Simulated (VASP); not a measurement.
Li: single point with PBE

The system is Li.

```xyz
1
Lattice="0.0000 2.2020 2.2020 2.2020 0.0000 2.2020 2.2020 2.2020 0.0000" Properties=species:S:1:pos:R:3 pbc="T T T"
Li    0.0000    0.0000    0.0000
```

This isn't the form of Li at room conditions, which is bcc.

```
Program                : VASP 6.6.1
Task                   : single point
Functional             : PBE
Potentials or basis    : VASP PAW PBE potentials, release 64 (Li_sv)
Cutoff                 : 520 eV
k mesh                 : 12 × 12 × 12
Occupations            : fermi-dirac, width 0.05 eV
Spin                   : no spin polarisation
Dipole correction      : no
Further INCAR settings : ALGO = Normal; EDIFF = 1e-06; NBANDS = 8
```

* Band gap on the k mesh: zero (an odd number of electrons rules out a gap without spin polarisation)

Levels at points of the mesh, in eV from the Fermi level:
```tsv
k point	band 1	band 2	band 3	band 4	band 5	band 6	band 7
(0.00, 0.00, 0.00)	-46.55	-3.42	13.90	13.90	13.90	17.71	17.71
(0.50, 0.00, 0.00)	-46.53	0.07	2.83	12.24	12.24	16.11	16.11
(0.50, 0.50, 0.00)	-46.53	1.56	4.59	8.21	8.21	10.37	14.75
```

It took 9.3 s on 1 thread of Intel Xeon 8259CL, with other jobs on the host, peak memory 0.13 GiB.
